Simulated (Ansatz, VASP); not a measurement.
# ZnO in VASP and in Ansatz

```
Zn O
1.0
     3.41235    0.00000    0.00000
    -1.70617    2.95518    0.00000
     0.00000    0.00000    4.48321
Zn O
2 2
Direct
  0.33333 0.66667 0.00000
  0.66667 0.33333 0.50000
  0.33333 0.66667 0.50000
  0.66667 0.33333 0.00000
```

Alike in both runs: functional PBEsol; k mesh 15 × 15 × 8; occupations gaussian, width 0.02 eV; no spin polarisation.

Ansatz relaxed the structure, and its values are those at the end. VASP's run is a single point on that final structure, the one shown.

```csv
,VASP,Ansatz
version,VASP 6.6.1,Ansatz 0.2.0
potentials or method,"VASP PAW PBE potentials, release 64 (Zn, O), cutoff 520 eV","scalar-relativistic, plane waves, PAW"
valence electrons in the cell,36,36
```

VASP gave:

| Property | Result |
| --- | --- |
| gap on the k mesh at the Fermi level (eV) | 0.91 |
| least direct gap on the mesh (eV) | 0.95 |
| pressure (GPa) | 1.0 |

Task: What did Ansatz give for the same quantities?

Result: gap on the k mesh at the Fermi level (eV): 0.93; least direct gap on the mesh (eV): 0.97; pressure (GPa): 0.0.

VASP's potentials were made for PBE, not for PBEsol, and Ansatz warns of the same on its side.
